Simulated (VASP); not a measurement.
# Se (P1) in VASP: a series of runs

Runs on Se. Level: PBE. Tasks: single point.

All numbers are computed with VASP 6.6.1; they aren't measurements. Logs are shortened: lines on timing, memory, paths and dates and some standing lists are left out, and cuts for length are marked.

## (1) The cell of the first run

The typed cell holds 16 atoms: a = 5.768 Å, b = 5.768 Å, c = 5.768 Å, α = 85.45°, β = 85.45°, γ = 85.45°.

## (2) Single point, PBE

INCAR

```
SYSTEM = Se
PREC = Accurate
ENCUT = 520
EDIFF = 1E-6
ISMEAR = -1
SIGMA = 0.16
LREAL = Auto
LASPH = .True.
NELM = 80
ALGO = Normal
ISIF = 2
LWAVE = .False.
LCHARG = .True.
GGA = PE
LELF = .True.
LVHAR = .True.
NBANDS = 62
```

KPOINTS

```
Automatic mesh
0
Gamma
  3 3 3
  0 0 0
```

POSCAR

```
Se
1.0
   -3.9131260000     -2.2592440000      3.5844910000
    3.9131260000     -2.2592440000      3.5844910000
    0.0000000000      4.5184890000      3.5844910000
Se
16
Direct
    0.0444729009     -0.0040049656      0.0771777778
    0.5451842387      0.0007346094      0.0294487564
    0.0428349430      0.4841700802      0.0577920930
    0.0442345510     -0.0122931458      0.5651587130
    0.2909280531      0.2624086545      0.2999504119
    0.5729600071      0.4849485298      0.0185622925
    0.5462985091     -0.0244727873      0.5427326771
    0.7886241618      0.2241905095      0.2871746438
    0.0280568817      0.4601411029      0.5665961270
    0.3287832416      0.7165550639      0.3090799368
    0.2990120181      0.2628261145      0.8048552138
    0.5486698832      0.4640827782      0.5579863919
    0.8336141731      0.7167255270      0.3047911958
    0.8004859719      0.1995597558      0.8050362212
    0.3156390135      0.7401333947      0.8008091817
    0.8091835260      0.7429193678      0.7967661646
```

Potentials or basis: VASP PAW PBE potentials, release 64 (Se).

Command:

```
cat potpaw_PBE.64/Se/POTCAR > POTCAR
mpirun -np 1 vasp_std > vasp.out
```

OUTCAR:

```text
SYSTEM = Se
   PREC = Accurate
   ENCUT = 520
   EDIFF = 1E-6
   ISMEAR = -1
   LREAL = Auto
   LASPH = .True.
   NELM = 80
   ISIF = 2
   GGA = PE

 ion  position               nearest neighbor table
   1  0.044  0.996  0.077-   8 2.24  13 2.35  14 2.37  11 2.57  10 2.58  15 2.60   5 2.64  16 2.76

   2  0.545  0.001  0.029-  14 2.21  11 2.37  16 2.44  10 2.54   5 2.55  15 2.58   8 2.60  13 2.75

   3  0.043  0.484  0.058-  13 2.25   5 2.32  11 2.37   8 2.42  16 2.44  15 2.55   6 2.74  10 2.77
[... 9 lines left out ...]
   8  0.789  0.224  0.287-   1 2.24   7 2.42   6 2.42   3 2.42  12 2.44   4 2.51   2 2.60   9 2.71
                            14 2.79
   9  0.028  0.460  0.567-  13 2.32  11 2.33  14 2.36   5 2.37  16 2.40  10 2.66   8 2.71   4 2.72
                            12 2.77
  10  0.329  0.717  0.309-  12 2.34   6 2.50   2 2.54   7 2.55   1 2.58   4 2.63   5 2.65   9 2.66
                             3 2.77
  11  0.299  0.263  0.805-  12 2.26   9 2.33   3 2.37   2 2.37   6 2.56   1 2.57   7 2.60  15 2.76
                             4 2.76
  12  0.549  0.464  0.558-  11 2.26  10 2.34   8 2.44  15 2.45  14 2.47  13 2.57   5 2.58   6 2.68
                             9 2.77
  13  0.834  0.717  0.305-   3 2.25   9 2.32   1 2.35   7 2.54  12 2.57   4 2.67   2 2.75
  14  0.800  0.200  0.805-   2 2.21   4 2.25   9 2.36   1 2.37   6 2.38  12 2.47  16 2.63   7 2.66
                             8 2.79
  15  0.316  0.740  0.801-   7 2.34   6 2.37   4 2.45  12 2.45   3 2.55   2 2.58   1 2.60  11 2.76

  16  0.809  0.743  0.797-   4 2.31   6 2.33   9 2.40   3 2.44   7 2.44   2 2.44  14 2.63   1 2.76

  LATTYP: Found a trigonal (rhomboedric) cell.
 ALAT       =     5.7676090603
 COS(alpha) =     0.0793680789

  Lattice vectors:

 A1 = (  -3.9131260000,  -2.2592440000,   3.5844910000)
 A2 = (   3.9131260000,  -2.2592440000,   3.5844910000)
 A3 = (   0.0000000000,   4.5184890000,   3.5844910000)

Analysis of symmetry for initial positions (statically):
=====================================================================
 Subroutine PRICEL returns:
 Original cell was already a primitive cell.

 Routine SETGRP: Setting up the symmetry group for a
 trigonal (rhombohedral) supercell.

 Subroutine GETGRP returns: Found  1 space group operations
 (whereof  1 operations were pure point group operations)
 out of a pool of 12 trial point group operations.

The static configuration has the point symmetry C_1 .

Analysis of symmetry for dynamics (positions and initial velocities):
=====================================================================
 Subroutine PRICEL returns:
 Original cell was already a primitive cell.

 Routine SETGRP: Setting up the symmetry group for a
 trigonal (rhombohedral) supercell.

 Subroutine GETGRP returns: Found  1 space group operations
 (whereof  1 operations were pure point group operations)
 out of a pool of 12 trial point group operations.

The dynamic configuration has the point symmetry C_1 .

 Subroutine INISYM returns: Found  1 space group operations
 (whereof  1 operations are pure point group operations),
 and found     1 'primitive' translations

----------------------------------------------------------------------------------------

                                     Primitive cell

  volume of cell :     190.1366

  direct lattice vectors                    reciprocal lattice vectors
    -3.913126000 -2.259244000  3.584491000    -0.127775083 -0.073770979  0.092993219
     3.913126000 -2.259244000  3.584491000     0.127775083 -0.073770979  0.092993219
     0.000000000  4.518489000  3.584491000     0.000000000  0.147541958  0.092993199

  length of vectors
     5.767609060  5.767609060  5.767609433     0.174402890  0.174402890  0.174402880

  position of ions in fractional coordinates (direct lattice)
     0.044472901  0.995995034  0.077177778
     0.545184239  0.000734609  0.029448756
     0.042834943  0.484170080  0.057792093
     0.044234551  0.987706854  0.565158713
     0.290928053  0.262408654  0.299950412
     0.572960007  0.484948530  0.018562293
[... 8 lines left out ...]
     0.315639013  0.740133395  0.800809182
     0.809183526  0.742919368  0.796766165

  ion indices of the primitive-cell ions
   primitive index   ion index
                 1           1
                 2           2
                 3           3
                 4           4
                 5           5
                 6           6
[... 8 lines left out ...]
                15          15
                16          16

----------------------------------------------------------------------------------------

 KPOINTS: Automatic mesh

Automatic generation of k-mesh.
 Grid dimensions read from file:
 generate k-points for:    3    3    3

 Generating k-lattice:

  Cartesian coordinates                     Fractional coordinates (reciprocal lattice)
    -0.042591694 -0.024590326  0.030997740     0.333333333 -0.000000000  0.000000000
     0.042591694 -0.024590326  0.030997740    -0.000000000  0.333333333  0.000000000
     0.000000000  0.049180653  0.030997733     0.000000000  0.000000000  0.333333333

  Length of vectors
     0.058134297  0.058134297  0.058134293

  Shift w.r.t. Gamma in fractional coordinates (k-lattice)
     0.000000000  0.000000000  0.000000000

 Subroutine IBZKPT returns following result:
 ===========================================

 Found     14 irreducible k-points:

 Following reciprocal coordinates:
            Coordinates               Weight
  0.000000  0.000000  0.000000      1.000000
  0.333333  0.000000  0.000000      2.000000
  0.000000  0.333333  0.000000      2.000000
  0.000000  0.000000  0.333333      2.000000
  0.333333  0.333333  0.000000      2.000000
 -0.333333 -0.000000 -0.333333      2.000000
  0.000000  0.333333  0.333333      2.000000
 -0.333333  0.333333  0.000000      2.000000
  0.333333  0.000000 -0.333333      2.000000
 -0.000000 -0.333333  0.333333      2.000000
  0.333333  0.333333  0.333333      2.000000
 -0.333333  0.333333  0.333333      2.000000
  0.333333 -0.333333  0.333333      2.000000
  0.333333  0.333333 -0.333333      2.000000
   k-points           NKPTS =     14   k-points in BZ     NKDIM =     14   number of bands    NBANDS=     62
   number of dos      NEDOS =    301   number of ions     NIONS =     16
   total plane-waves  NPLWV = 110592
   dimension x,y,z NGX =    48 NGY =   48 NGZ =   48
   dimension x,y,z NGXF=    96 NGYF=   96 NGZF=   96
   ions per type =              16
   NGX,Y,Z   is equivalent  to a cutoff of  13.84, 13.84, 13.84 a.u.
   NGXF,Y,Z  is equivalent  to a cutoff of  27.67, 27.67, 27.67 a.u.
 SYSTEM =  Se
   PREC   = accura    normal or accurate (medium, high low for compatibility)
   ISTART =      0    job   : 0-new  1-cont  2-samecut
   ICHARG =      2    charge: 1-file 2-atom 10-const
   ISPIN  =      1    spin polarized calculation?
   LNONCOLLINEAR =      F non collinear calculations
   LSORBIT =      F    spin-orbit coupling
   LASPH  =      T    aspherical Exc in radial PAW
   ENCUT  =  520.0 eV  38.22 Ry    6.18 a.u.  10.72 10.72 10.72*2*pi/ulx,y,z
   NELM   =     80;   NELMIN=  2; NELMDL= -5     # of ELM steps
   EDIFF  = 0.1E-05   stopping-criterion for ELM
   LREAL  =      T    real-space projection
   EDIFFG = 0.1E-04   stopping-criterion for IOM
   NSW    =      0    number of steps for IOM
   IBRION =     -1    ionic relax: 0-MD 1-quasi-New 2-CG
   NFREE  =      0    steps in history (QN), initial steepest desc. (CG)
   ISIF   =      2    stress and relaxation
   ISYM   =      2    0-nonsym 1-usesym 2-fastsym
   POTIM  = 0.5000    time-step for ionic-motion
   TEBEG  =    0.0;   TEEND  =   0.0 temperature during run
   PSTRESS=    0.0 pullay stress
   NELECT =      96.0000    total number of electrons
   NUPDOWN=      -1.0000    fix difference up-down
   EMIN   =  10.00;   EMAX   =-10.00  energy-range for DOS
   EFERMI =   0.00;   METHOD = LEGACY
   ISMEAR =    -1;   SIGMA  =   0.16  broadening in eV -4-tet -1-fermi 0-gaus
   EFERMI_NEDOS =   21; number of points for ismear=-14 and -15
   IALGO  =     38    algorithm
   IMIX   =      4    mixing-type and parameters
     AMIX     =   0.40;   BMIX     =  1.00
     AMIX_MAG =   1.60;   BMIX_MAG =  1.00
  volume/ion in A,a.u.               =      11.88        80.19
  Fermi-wavevector in a.u.,A,eV,Ry     =   1.303597  2.463441 23.121262  1.699365
  Thomas-Fermi vector in A             =   2.434588
   LORBIT       =      0    0 simple, 1 ext, 2 COOP (PROOUT), +10 PAW based schemes
   GGA     = PE    functional components
   LHFCALC =     F    Hartree Fock is set to
   AEXX    =    0.0000 exact exchange contribution
   IVDW    =     0    specifies the selected vdW correction
   LEPSILON=     F    determine dielectric tensor
   LRPA    =     F    only Hartree local field effects (RPA)
 non-spin polarized calculation
  energy-cutoff  :      520.00
  volume of cell :      190.14
 maximum number of plane-waves:      5149
 NGX is ok and might be reduce to    48
   NGX = 21   NGY = 21   NGZ = 21

 number of electron      96.0000001 magnetization

 Free energy of the ion-electron system (eV)
  ---------------------------------------------------
  ext. energy  EPLUGINS =         0.00000000
  ---------------------------------------------------
  free energy    TOTEN  =       -10.39409489 eV

  energy without entropy =       -9.81749481  energy(sigma->0) =      -10.10579485

 E-fermi :  13.9671     XC(G=0): -13.1764

 val. band max:       13.9523223362   @ k =   0.0000   0.3333   0.0000
 cond. band min:      13.9696427732   @ k =   0.0000   0.3333   0.3333
 fundamental gap:      0.0173204370
 Fermi energy:        13.9670733735

 k-point     1 :       0.0000    0.0000    0.0000
  band No.  band energies     occupation
      1      -9.1625      2.00000
      2      -5.2329      2.00000
      3      -5.2105      2.00000
      4      -4.7500      2.00000
      5      -4.5373      2.00000
      6      -4.3425      2.00000
[... 871 lines left out ...]
     59      17.6388      0.00000
     60      18.0069      0.00000
 [bands above 60 left out]

------------------------ aborting loop because EDIFF is reached ----------------------------------------

  FORCE on cell =-STRESS in cart. coord.  units (eV):
  Direction    XX          YY          ZZ          XY          YZ          ZX
  --------------------------------------------------------------------------------------
  -------------------------------------------------------------------------------------
  Total      168.2630022    171.0306419    154.7512162      1.3521654     -0.4570903      0.8370663
  in kB     1417.8602837   1441.1816693   1304.0038532     11.3939581     -3.8516499      7.0534995
  external PRESSURE =    1387.6819354 kB  Pullay stress =       0.0000000 kB

 VOLUME and BASIS-vectors are now :
 -----------------------------------------------------------------------------
  energy-cutoff  :      520.00
  volume of cell :      190.14
      direct lattice vectors                 reciprocal lattice vectors
    -3.913126000 -2.259244000  3.584491000    -0.127775083 -0.073770979  0.092993219
     3.913126000 -2.259244000  3.584491000     0.127775083 -0.073770979  0.092993219
     0.000000000  4.518489000  3.584491000     0.000000000  0.147541958  0.092993199

 POSITION                                       TOTAL-FORCE (eV/Angst)
 -----------------------------------------------------------------------------------
      3.72343     -2.00194      4.00619        -3.274438     -1.527610      0.255127
     -2.13050     -1.10030      2.06240        -0.451824      4.495578     -0.661369
      1.72700     -0.92950      2.09620         0.188100     -1.660527      0.223064
      3.69193      0.22226      5.72479        -2.363899     -2.105507     -0.445161
     -0.11160      0.10520      3.05860        -2.326560      0.167060     -0.155767
     -0.34440     -2.30620      3.85860         1.322574      1.805694      1.172195
[... 8 lines left out ...]
      1.66110      1.23320      6.65490         1.665681      1.284583     -0.279276
     -0.25930      0.09360      8.41950        -1.490052      0.306936     -0.036301
 -----------------------------------------------------------------------------------
    total drift:                               -0.021725     -0.015190      0.029108

  FREE ENERGIE OF THE ION-ELECTRON SYSTEM (eV)
  ---------------------------------------------------
  free  energy   TOTEN  =       -10.3940948866 eV

  energy  without entropy=       -9.8174948130  energy(sigma->0) =      -10.10579485
```

Wall time 4.4 min (1 thread of AMD EPYC 7R13 (Zen 3), shared host); peak memory 0.33 GiB.

Results:

```
Free energy            : -10.3941 eV
Pressure               : 138.8 GPa
Largest force          : 4.566 eV/Å
Band gap on the k mesh : zero (band 48 reaches 14.33 eV, above the bottom of band 49 at 13.65 eV)
```

Forces in eV/Å, atoms in the order of the input:
```
Se  -3.274 -1.528  0.255
Se  -0.452  4.496 -0.661
Se   0.188 -1.661  0.223
Se  -2.364 -2.106 -0.445
Se  -2.327  0.167 -0.156
Se   1.323  1.806  1.172
Se   0.716 -0.696 -1.155
Se   0.999  1.576  0.701
Se   0.752 -0.739  1.406
Se   1.644 -0.763 -0.037
Se  -0.901  1.479 -2.082
Se  -0.360 -2.270  0.661
Se   2.563  0.583 -0.672
Se   1.319 -1.935  1.106
Se   1.666  1.285 -0.279
Se  -1.490  0.307 -0.036
```

Stress tensor (GPa, compression positive):
```
141.79   1.14   0.71
  1.14 144.12  -0.39
  0.71  -0.39 130.40
```

Caveat: the k points lie up to 0.37 Å⁻¹ apart; forces of over 1 eV/Å act on the atoms, so gaps and moduli don't describe the material at rest.

## (3) Single point, PBE

INCAR

```
SYSTEM = Se
PREC = Accurate
ENCUT = 520
EDIFF = 1E-6
ISMEAR = -1
SIGMA = 0.16
LREAL = Auto
LASPH = .TRUE.
NELM = 80
ALGO = Normal
ISIF = 2
LWAVE = .FALSE.
LCHARG = .TRUE.
GGA = PE
LELF = .TRUE.
LVHAR = .TRUE.
NBANDS = 62
```

KPOINTS

```
regular mesh
0
G
  3 3 3
  0 0 0
```

POSCAR

```
Se
1.0
   -3.9131260000     -2.2592440000      3.5844910000
    3.9131260000     -2.2592440000      3.5844910000
    0.0000000000      4.5184890000      3.5844910000
Se
16
Direct
    0.0187680497      0.0057094362      0.0818416540
    0.5156775739     -0.0279542948      0.0669440363
    0.0090441158      0.4413838871      0.0434496494
    0.0038073916      0.0007152346      0.5427517288
    0.2778650552      0.2609731892      0.3318293064
    0.4844539468      0.5010391526      0.0424631712
    0.5344998026     -0.0491512222      0.5209309723
    0.7565038671      0.2474479359      0.3205877202
    0.0265619690      0.4853767375      0.5912583722
    0.2296543288      0.7214095138      0.3170938958
    0.2782112259      0.2130459335      0.8000837869
    0.5141608599      0.4911357900      0.5334992349
    0.7743449691      0.6930289062      0.2783133087
    0.7350245382      0.2115811326      0.8287091508
    0.2851753400      0.7729950525      0.8057483619
    0.7637235974      0.7360730694      0.7812803397
```

Potentials or basis: VASP PAW PBE potentials, release 64 (Se).

Command:

```
cat potpaw_PBE.64/Se/POTCAR > POTCAR
mpirun -np 1 vasp_std > vasp.out
```

Run time: 5 min. Hardware: 1 thread of AMD EPYC 7R13 (Zen 3), shared host; peak memory 0.33 GiB.

It converged, with:

* Free energy: -9.7775 eV
* Pressure: 138.3 GPa
* Largest force: 3.965 eV/Å
* Band gap on the k mesh: zero (band 48 reaches 14.24 eV, above the bottom of band 49 at 13.47 eV)

Forces in eV/Å, atoms in the order of the input:
```
Se  -0.982  0.212 -2.347
Se   0.733  1.583  0.402
Se   1.406 -2.242  1.776
Se  -1.331  0.882  1.518
Se  -1.052  0.351 -2.642
Se  -1.933 -0.642 -0.589
Se   1.775 -0.993  0.242
Se  -0.302  0.151 -1.185
Se   0.533  1.252 -1.320
Se   0.296 -2.069  0.291
Se  -0.207 -0.627  0.764
Se   0.354  2.675  2.056
Se   0.276 -1.744  1.670
Se   0.039 -2.499  0.536
Se   1.466  2.049 -3.062
Se  -1.070  1.661  1.890
```

Stress tensor (GPa, compression positive):
```
144.86   0.78   2.62
  0.78 142.52   0.38
  2.62   0.38 127.58
```

Levels at points of the mesh, in eV from the Fermi level:
```
           k point  band 45  band 46  band 47  band 48  band 49  band 50  band 51  band 52
(0.00, 0.00, 0.00)    -1.07    -1.00    -0.42    -0.34    -0.10    -0.07     0.14     0.27
```

Caveat: the k points lie up to 0.37 Å⁻¹ apart; forces of over 1 eV/Å act on the atoms, so gaps and moduli don't describe the material at rest.
